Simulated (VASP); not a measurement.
Here is a VASP 6.6.1 calculation.

The input INCAR:

```
SYSTEM = Sr
PREC = Accurate ; ENCUT = 500
EDIFF = 1E-6 ; ISMEAR = 1
SIGMA = 0.023 ; LREAL = .FALSE.
LASPH = .TRUE. ; NELM = 120
ALGO = Normal ; ISIF = 2
LWAVE = .FALSE. ; LCHARG = .FALSE.
GGA = PE ; NBANDS = 17
GGA_COMPAT = .FALSE.
```

The input KPOINTS:

```
Automatic mesh
0
G
  3 3 1
  0 0 0
```

POSCAR

```
Sr
1.0
    4.3100002207      0.0000000000      0.0000000000
   -2.1550001104      3.7325696814      0.0000000000
    0.0000000000      0.0000000000      7.0500000000
Sr
2
Direct
    0.3333333333      0.6666666667      0.2500000000
    0.6666666667      0.3333333333      0.7500000000
```

Potentials or basis: VASP PAW PBE potentials, release 64 (Sr_sv).

Launch:

```console
$ cat potpaw_PBE.64/Sr_sv/POTCAR > POTCAR
$ mpirun -np 1 vasp_std > vasp.out
```

Q: What does it give for the pressure?

A: 0.0 GPa.

Q: What does it give for the band gap on the k mesh?

A: Zero (bands 10 and 11 overlap by 0.17 eV).

Stress tensor (GPa, compression positive):
```
 0.80  0.00  0.00
 0.00  0.80  0.00
 0.00  0.00 -1.72
```

Caveat: the k points lie up to 0.89 Å⁻¹ apart.
